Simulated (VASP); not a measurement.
Here is a VASP 6.6.1 calculation.

The input INCAR:

```
ALGO = Normal ; EDIFF = 1E-7
EDIFFG = -0.01 ; ENCUT = 600
GGA = PS ; IBRION = 2
ISIF = 3 ; ISMEAR = -1
ISPIN = 2 ; LASPH = T
LCHARG = F ; LMAXMIX = 4
LORBIT = 11 ; LREAL = F
LWAVE = F ; MAGMOM = 3
NELM = 150 ; NSW = 60
PREC = Accurate ; PSTRESS = 200.0
SIGMA = 0.05
```

KPOINTS

```
k-points
0
Gamma
  13 13 13
```

Contents of POSCAR:

```
Fe
1.0
    0.0000000000      1.9417396906      1.9651051623
    1.4984397099      0.0000000000      1.9651051623
    1.4984397099      1.9417396906      0.0000000000
Fe
1
Direct
    0.0000000000      0.0000000000      0.0000000000
```

Potentials or basis: VASP PAW PBE potentials, release 64 (Fe).

Run with:

```console
$ cat potpaw_PBE.64/Fe/POTCAR > POTCAR
$ mpirun -np 1 vasp_std > vasp.out
```

(1) Estimate the space group after relaxing (to 0.1 Å).

(2) Estimate the band gap on the k mesh.

(3) Predict the relaxed volume.

Results:

(1) Im-3m (No. 229).

(2) zero (filled and empty bands overlap).

(3) 10.04 Å³/atom.

Caveat: the cell is relaxed towards a set pressure, so the run minimises the enthalpy, not the energy; the PAW data sets were made with another functional, which shifts forces and pressure a little.
